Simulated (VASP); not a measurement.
Set up this calculation in VASP 6.6.1, as the native input.

| Property | Result |
| --- | --- |
| Task | single point |
| Functional | LDA |
| Potentials or basis | VASP PAW LDA potentials, release 64 (Sn_d) |
| Cutoff | 520 eV |
| k mesh | 8 × 8 × 8 |
| Occupations | fermi-dirac, width 0.1 eV |
| Spin | no spin polarisation |
| Dipole correction | no |
| Further INCAR settings | ALGO = Normal; EDIFF = 1e-06; NBANDS = 21 |

The structure of Sn lies in POSCAR:

```
Sn
1.0
    0.0000000000      3.1673378875      3.1673378875
    3.1673378875      0.0000000000      3.1673378875
    3.1673378875      3.1673378875      0.0000000000
Sn
2
Direct
    0.0000000000      0.0000000000      0.0000000000
    0.2500000000      0.2500000000      0.2500000000
```

One way to write it, as run:

INCAR

```
PREC     = Accurate       # precision mode
ENCUT    = 520            # plane-wave cutoff, eV
EDIFF    = 1E-6           # SCF threshold, eV
ISMEAR   = -1             # smearing method
SIGMA    = 0.1            # smearing width, eV
LREAL    = False          # projectors in reciprocal space
LASPH    = True           # aspherical terms in the spheres
NELM     = 60             # most SCF steps
ALGO     = Normal         # electronic algorithm
ISIF     = 2              # what is computed and relaxed
LWAVE    = False          # write WAVECAR
LCHARG   = True           # write CHGCAR
GGA      = CA             # functional
LELF     = True           # ELF
LVHAR    = True         
NBANDS   = 21             # bands
```

KPOINTS

```
regular mesh
0
Gamma
  8 8 8
```

Potentials or basis: VASP PAW LDA potentials, release 64 (Sn_d).

Run with:

```console
$ cat potpaw_LDA.64/Sn_d/POTCAR > POTCAR
$ mpirun -np 1 vasp_std > vasp.out
```

Results of the run:

```
Pressure               : 3.5 GPa
Band gap on the k mesh : zero (band 14 reaches 6.26 eV, above the bottom of band 15 at 6.22 eV)
```

Caveat: spin-orbit coupling is left out, which moves the levels of the heavy elements.

Wall time 47 s on 1 thread of Intel Xeon 8259CL, with other jobs on the host, peak memory 0.18 GiB.
